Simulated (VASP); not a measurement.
# W (I4/mmm) in VASP: single point with LDA

Aim: the single point of W with LDA.

Program: VASP 6.6.1. These are calculated values, not measurements. Logs are shortened: lines on timing, memory, paths and dates and some standing lists are left out, and cuts for length are marked.

## (1) The cell of the first run

Symmetry: I4/mmm, No. 139, tetragonal system. The conventional cell has a = 3.179 Å, b = 3.179 Å, c = 3.301 Å, α = 90.00°, β = 90.00°, γ = 90.00°. Within 3.7 Å of W (site symmetry 4/mmm) lie 14 W at 2.79 to 3.30 Å.

## (2) Single point, LDA (16.68 Å³/atom)

Contents of INCAR:

```
ALGO = Fast ; EDIFF = 1E-6
ENCUT = 520 ; GGA = CA
ISIF = 2 ; ISMEAR = 0
LASPH = True ; LCHARG = False
LREAL = False ; LWAVE = False
NBANDS = 13 ; NELM = 60
PREC = Accurate ; SIGMA = 0.15
```

Contents of KPOINTS:

```
k-points
0
Gamma
  22 22 22
```

Contents of POSCAR:

```
W
1.0
    0.0000000000      2.2478786001      1.6506172560
    2.2478786001      0.0000000000      1.6506172560
    2.2478786001      2.2478786001      0.0000000000
W
1
Direct
    0.0000000000      0.0000000000      0.0000000000
```

Potentials or basis: VASP PAW LDA potentials, release 64 (W_sv).

Started as:

```
cat potpaw_LDA.64/W_sv/POTCAR > POTCAR
mpirun -np 1 vasp_std > vasp.out
```

OUTCAR:

```text
EDIFF = 1E-6
   ENCUT = 520
   GGA = CA
   ISIF = 2
   ISMEAR = 0
   LASPH = True
   LREAL = False
   NELM = 60
   PREC = Accurate

 ion  position               nearest neighbor table
   1  0.000  0.000  0.000-

  LATTYP: Found a body centered tetragonal cell.
 ALAT       =     3.1789804028
 C/A-ratio  =     1.0384570188

  Lattice vectors:

 A1 = (   0.0000000000,  -2.2478786001,  -1.6506172560)
 A2 = (   0.0000000000,   2.2478786001,  -1.6506172560)
 A3 = (   2.2478786001,   0.0000000000,   1.6506172560)

Analysis of symmetry for initial positions (statically):
=====================================================================
 Subroutine PRICEL returns:
 Original cell was already a primitive cell.

 Routine SETGRP: Setting up the symmetry group for a
 body centered tetragonal supercell.

 Subroutine GETGRP returns: Found 16 space group operations
 (whereof 16 operations were pure point group operations)
 out of a pool of 16 trial point group operations.

The static configuration has the point symmetry D_4h.

Analysis of symmetry for dynamics (positions and initial velocities):
=====================================================================
 Subroutine PRICEL returns:
 Original cell was already a primitive cell.

 Routine SETGRP: Setting up the symmetry group for a
 body centered tetragonal supercell.

 Subroutine GETGRP returns: Found 16 space group operations
 (whereof 16 operations were pure point group operations)
 out of a pool of 16 trial point group operations.

The dynamic configuration has the point symmetry D_4h.

 Subroutine INISYM returns: Found 16 space group operations
 (whereof 16 operations are pure point group operations),
 and found     1 'primitive' translations

----------------------------------------------------------------------------------------

                                     Primitive cell

  volume of cell :      16.6810

  direct lattice vectors                    reciprocal lattice vectors
     0.000000000  2.247878600  1.650617256    -0.222431941  0.222431941  0.302916983
     2.247878600  0.000000000  1.650617256     0.222431941 -0.222431941  0.302916983
     2.247878600  2.247878600  0.000000000     0.222431941  0.222431941 -0.302916983

  length of vectors
     2.788816151  2.788816151  3.178980403     0.436704288  0.436704288  0.436704288

  position of ions in fractional coordinates (direct lattice)
     0.000000000  0.000000000  0.000000000

  ion indices of the primitive-cell ions
   primitive index   ion index
                 1           1

----------------------------------------------------------------------------------------

 KPOINTS: k-points

Automatic generation of k-mesh.
 Grid dimensions read from file:
 generate k-points for:   22   22   22

 Generating k-lattice:

  Cartesian coordinates                     Fractional coordinates (reciprocal lattice)
    -0.010110543  0.010110543  0.013768954     0.045454545  0.000000000  0.000000000
     0.010110543 -0.010110543  0.013768954     0.000000000  0.045454545  0.000000000
     0.010110543  0.010110543 -0.013768954     0.000000000  0.000000000  0.045454545

  Length of vectors
     0.019850195  0.019850195  0.019850195

  Shift w.r.t. Gamma in fractional coordinates (k-lattice)
     0.000000000  0.000000000  0.000000000

 Subroutine IBZKPT returns following result:
 ===========================================

 Found    834 irreducible k-points:

 Following reciprocal coordinates:
            Coordinates               Weight
  0.000000  0.000000  0.000000      1.000000
  0.045455 -0.000000  0.000000      8.000000
  0.090909 -0.000000  0.000000      8.000000
  0.136364  0.000000  0.000000      8.000000
  0.181818 -0.000000  0.000000      8.000000
  0.227273 -0.000000  0.000000      8.000000
[... 16 lines left out ...]
  0.500000  0.045455  0.000000      8.000000
 -0.454545  0.045455  0.000000      8.000000
 [... further k-points ...]
   k-points           NKPTS =    834   k-points in BZ     NKDIM =    834   number of bands    NBANDS=     13
   number of dos      NEDOS =    301   number of ions     NIONS =      1
   total plane-waves  NPLWV =  13824
   dimension x,y,z NGX =    24 NGY =   24 NGZ =   24
   dimension x,y,z NGXF=    48 NGYF=   48 NGZF=   48
   ions per type =               1
   NGX,Y,Z   is equivalent  to a cutoff of  14.31, 14.31, 12.55 a.u.
   NGXF,Y,Z  is equivalent  to a cutoff of  28.61, 28.61, 25.10 a.u.
 SYSTEM =  unknown system
   PREC   = accura    normal or accurate (medium, high low for compatibility)
   ISTART =      0    job   : 0-new  1-cont  2-samecut
   ICHARG =      2    charge: 1-file 2-atom 10-const
   ISPIN  =      1    spin polarized calculation?
   LNONCOLLINEAR =      F non collinear calculations
   LSORBIT =      F    spin-orbit coupling
   LASPH  =      T    aspherical Exc in radial PAW
   ENCUT  =  520.0 eV  38.22 Ry    6.18 a.u.   5.19  5.19  5.91*2*pi/ulx,y,z
   NELM   =     60;   NELMIN=  2; NELMDL= -5     # of ELM steps
   EDIFF  = 0.1E-05   stopping-criterion for ELM
   LREAL  =      F    real-space projection
   EDIFFG = 0.1E-04   stopping-criterion for IOM
   NSW    =      0    number of steps for IOM
   IBRION =     -1    ionic relax: 0-MD 1-quasi-New 2-CG
   NFREE  =      0    steps in history (QN), initial steepest desc. (CG)
   ISIF   =      2    stress and relaxation
   ISYM   =      2    0-nonsym 1-usesym 2-fastsym
   POTIM  = 0.5000    time-step for ionic-motion
   TEBEG  =    0.0;   TEEND  =   0.0 temperature during run
   PSTRESS=    0.0 pullay stress
   NELECT =      14.0000    total number of electrons
   NUPDOWN=      -1.0000    fix difference up-down
   EMIN   =  10.00;   EMAX   =-10.00  energy-range for DOS
   EFERMI =   0.00;   METHOD = LEGACY
   ISMEAR =     0;   SIGMA  =   0.15  broadening in eV -4-tet -1-fermi 0-gaus
   EFERMI_NEDOS =   21; number of points for ismear=-14 and -15
   IALGO  =     68    algorithm
   IMIX   =      4    mixing-type and parameters
     AMIX     =   0.40;   BMIX     =  1.00
     AMIX_MAG =   1.60;   BMIX_MAG =  1.00
  volume/ion in A,a.u.               =      16.68       112.57
  Fermi-wavevector in a.u.,A,eV,Ry     =   1.544223  2.918159 32.444808  2.384626
  Thomas-Fermi vector in A             =   2.649775
   LORBIT       =      0    0 simple, 1 ext, 2 COOP (PROOUT), +10 PAW based schemes
   GGA     = CA    functional components
   LHFCALC =     F    Hartree Fock is set to
   AEXX    =    0.0000 exact exchange contribution
   IVDW    =     0    specifies the selected vdW correction
   LEPSILON=     F    determine dielectric tensor
   LRPA    =     F    only Hartree local field effects (RPA)
 non-spin polarized calculation
 RMM-DIIS sequential band-by-band and
 Gauss-broadening in eV      SIGMA  =   0.15
  energy-cutoff  :      520.00
  volume of cell :       16.68
 maximum number of plane-waves:       474
 NGX is ok and might be reduce to    24
   NGX = 11   NGY = 11   NGZ = 11

 number of electron      13.9999999 magnetization

 Free energy of the ion-electron system (eV)
  ---------------------------------------------------
  ext. energy  EPLUGINS =         0.00000000
  ---------------------------------------------------
  free energy    TOTEN  =       -14.01030222 eV

  energy without entropy =      -14.00403975  energy(sigma->0) =      -14.00717099

 E-fermi :  10.5754     XC(G=0): -13.5454

 val. band max:       10.5739426218   @ k =   0.2727   0.2727   0.0000
 cond. band min:      10.5794959129   @ k =  -0.0909   0.1818   0.0909
 fundamental gap:      0.0055532911
 Fermi energy:        10.5754289956

 k-point     1 :       0.0000    0.0000    0.0000
  band No.  band energies     occupation
      1     -63.2302      2.00000
      2     -27.1161      2.00000
      3     -27.1042      2.00000
      4     -27.1042      2.00000
      5       1.3196      2.00000
      6       9.2705      2.00000
      7       9.2705      2.00000
      8       9.7216      2.00000
      9      12.3288      0.00000
     10      12.9289      0.00000
     11      24.6086      0.00000
     12      25.2921      0.00000
     13      25.2921      0.00000

 k-point     2 :       0.0455   -0.0000    0.0000
  band No.  band energies     occupation
      1     -63.2280      2.00000
      2     -27.1355      2.00000
      3     -27.1116      2.00000
      4     -27.1089      2.00000
      5       1.4135      2.00000
      6       9.2624      2.00000
      7       9.2824      2.00000
      8       9.7448      2.00000
      9      12.2658      0.00000
     10      12.9002      0.00000
     11      24.7646      0.00000
     12      25.4358      0.00000
     13      25.4499      0.00000

 k-point     3 :       0.0909   -0.0000    0.0000
  band No.  band energies     occupation
      1     -63.2217      2.00000
      2     -27.2045      2.00000
      3     -27.1329      2.00000
      4     -27.1098      2.00000
      5       1.6886      2.00000
      6       9.2223      2.00000
      7       9.2268      2.00000
      8       9.9165      2.00000
      9      12.0971      0.00000
     10      12.8468      0.00000
     11      25.1154      0.00000
     12      25.8868      0.00000
     13      25.9142      0.00000

 k-point     4 :       0.1364    0.0000    0.0000
  band No.  band energies     occupation
      1     -63.2115      2.00000
      2     -27.3133      2.00000
      3     -27.1663      2.00000
      4     -27.1097      2.00000
      5       2.1244      2.00000
      6       9.0316      2.00000
      7       9.1381      2.00000
      8      10.3120      1.98699
      9      11.9071      0.00000
     10      12.8098      0.00000
     11      25.4448      0.00000
     12      26.5498      0.00000
     13      26.6602      0.00000

 k-point     5 :       0.1818   -0.0000    0.0000
  band No.  band energies     occupation
      1     -63.1985      2.00000
      2     -27.4511      2.00000
      3     -27.2090      2.00000
      4     -27.1095      2.00000
      5       2.6830      2.00000
      6       8.7671      2.00000
      7       8.9883      2.00000
      8      10.8930      0.00275
      9      11.8028      0.00000
     10      12.8035      0.00000
     11      25.5532      0.00000
     12      27.0228      0.00000
     13      27.6542      0.00000
[... 257 lines left out ...]
 k-point    22 :       0.4545    0.0455    0.0000
  band No.  band energies     occupation
      1     -63.1219      2.00000
      2     -28.1910      2.00000
      3     -27.4564      2.00000
      4     -27.1239      2.00000
      5       4.7345      2.00000
      6       7.5373      2.00000
      7      10.5089      1.46934
      8      12.1037      0.00000
      9      13.6880      0.00000
     10      15.9540      0.00000
     11      21.0303      0.00000
     12      22.5973      0.00000
     13      27.2454      0.00000

 k-point    23 :       0.5000    0.0455    0.0000
  band No.  band energies     occupation
      1     -63.1195      2.00000
      2     -28.2132      2.00000
      3     -27.4630      2.00000
      4     -27.1249      2.00000
      5       4.7306      2.00000
      6       7.4996      2.00000
      7      10.7443      0.11145
      8      12.0822      0.00000
      9      13.8092      0.00000
     10      16.1970      0.00000
     11      20.7191      0.00000
     12      22.4117      0.00000
     13      26.8931      0.00000

 k-point    24 :      -0.4545    0.0455    0.0000
  band No.  band energies     occupation
      1     -63.1216      2.00000
      2     -28.1936      2.00000
      3     -27.4559      2.00000
      4     -27.1262      2.00000
      5       4.7353      2.00000
      6       7.5298      2.00000
      7      10.4814      1.62458
      8      12.1899      0.00000
      9      13.7322      0.00000
     10      15.9276      0.00000
     11      20.9964      0.00000
     12      22.5098      0.00000
     13      27.2776      0.00000

 [... further k-points ...]

------------------------ aborting loop because EDIFF is reached ----------------------------------------

  FORCE on cell =-STRESS in cart. coord.  units (eV):
  Direction    XX          YY          ZZ          XY          YZ          ZX
  --------------------------------------------------------------------------------------
  -------------------------------------------------------------------------------------
  Total       -1.8363451     -1.8363451     -2.8623497      0.0000000      0.0000000     -0.0000000
  in kB     -176.3773459   -176.3773459   -274.9230775      0.0000000      0.0000000     -0.0000000
  external PRESSURE =    -209.2259231 kB  Pullay stress =       0.0000000 kB

 VOLUME and BASIS-vectors are now :
 -----------------------------------------------------------------------------
  energy-cutoff  :      520.00
  volume of cell :       16.68
      direct lattice vectors                 reciprocal lattice vectors
     0.000000000  2.247878600  1.650617256    -0.222431941  0.222431941  0.302916983
     2.247878600  0.000000000  1.650617256     0.222431941 -0.222431941  0.302916983
     2.247878600  2.247878600  0.000000000     0.222431941  0.222431941 -0.302916983

 POSITION                                       TOTAL-FORCE (eV/Angst)
 -----------------------------------------------------------------------------------
      0.00000      0.00000      0.00000        -0.000000     -0.000000     -0.000000
 -----------------------------------------------------------------------------------
    total drift:                                0.000000      0.000000     -0.000000

  FREE ENERGIE OF THE ION-ELECTRON SYSTEM (eV)
  ---------------------------------------------------
  free  energy   TOTEN  =       -14.0103022197 eV

  energy  without entropy=      -14.0040397539  energy(sigma->0) =      -14.00717099
```

It took 1.7 min on 1 thread of Intel Xeon 8259CL, shared host; peak memory 0.28 GiB.

What came out:

```yaml
Free_energy: -14.0103 eV
Pressure: -20.9 GPa
Band_gap_on_the_k_mesh: zero (bands 7 and 8 overlap by 5.65 eV)
```

Levels at points of the mesh, in eV from the Fermi level:
```tsv
k point	band 3	band 4	band 5	band 6	band 7	band 8	band 9	band 10	band 11	band 12
(0.00, 0.00, 0.00)	-37.68	-37.68	-9.26	-1.30	-1.30	-0.85	1.75	2.35	14.03	14.72
(0.50, 0.00, 0.00)	-38.03	-37.68	-5.93	-3.17	0.59	1.65	2.85	5.64	10.18	11.51
(0.50, 0.50, 0.00)	-38.43	-38.43	-5.49	-5.39	4.69	4.85	4.85	7.30	8.30	8.30
(0.50, 0.00, 0.50)	-38.08	-37.71	-5.91	-3.64	0.87	2.35	3.06	5.76	10.47	11.32
```

Caveat: the stress differs along the axes, from -27 to -18 GPa; spin-orbit coupling is left out, which moves the levels of the heavy elements.
